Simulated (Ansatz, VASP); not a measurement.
## CdS: VASP beside Ansatz

Contents of INCAR:

```
  PREC = Accurate
  ENCUT = 520
  EDIFF = 1E-7
  ISMEAR = -1
  SIGMA = 0.02
  LREAL = False
  LASPH = True
  NELM = 100
  ALGO = Normal
  ISIF = 2
  LWAVE = False
  LCHARG = False
  GGA = PE
  NBANDS = 16
```

The input KPOINTS:

```
Automatic mesh
0
Gamma
  8 8 8
```

File POSCAR:

```
CdS
1.0
    0.0000000000      2.7267765431      2.7267765431
    2.8181235573      0.0000000000      2.7267765431
    2.8181235573      2.7267765431      0.0000000000
Cd S
1 1
Direct
    0.0000000000      0.0000000000      0.0000000000
    0.5000000000      0.5000000000      0.5000000000
```

Input for Ansatz:

```yaml
crystal:
  lattice:
    - [0.0, 2.7267765431, 2.7267765431]
    - [2.8181235573, 0.0, 2.7267765431]
    - [2.8181235573, 2.7267765431, 0.0]
  atoms:
    - { symbol: Cd, position: [0.0, 0.0, 0.0] }
    - { symbol: S, position: [0.5, 0.5, 0.5] }
kpoints:
  mp_grid: { grid: [8, 8, 8] }
  band_path:
    path:
      - [0.0, 0.0, 0.0]
      - [0.5, 0.0, 0.5]
      - [0.625, 0.25, 0.625]
      - [0.375, 0.375, 0.75]
      - [0.5, 0.5, 0.5]
      - [0.5, 0.25, 0.75]
      - [0.0, 0.210937, -0.208333]
    npoints: 1
hamiltonian:
  xc: pbe
scf:
  occupations: { method: fermi_dirac, width: 0.02 }
  n_extra_bands: 4
output:
  forces: true
  stress: true
  eigenvalues: true
```

Change from the starting cell: uniaxial_x strain +3.4%.

Alike in both runs: task single point; functional PBE; k mesh 8 × 8 × 8; occupations fermi-dirac, width 0.02 eV; no spin polarisation.

```csv
,VASP,Ansatz
version,VASP 6.6.1,Ansatz 0.2.0
potentials or method,"VASP PAW PBE potentials, release 64 (Cd, S)","plane waves, PAW"
plane-wave cutoff (eV),520,420
valence electrons in the cell,18,26
```

|  | VASP | Ansatz | Ansatz less VASP |
| --- | --- | --- | --- |
| pressure (GPa) | -0.2 | -0.6 | -0.37 |
| traceless stress, the component that is largest in VASP (GPa) | -1.44 | -1.37 | +0.069 |

The functional is the same, so the differences come from potentials, cutoffs and numerics. VASP's potentials hold 18 valence electrons a cell and Ansatz's 26, so a difference there can come from the potentials and not from the codes.
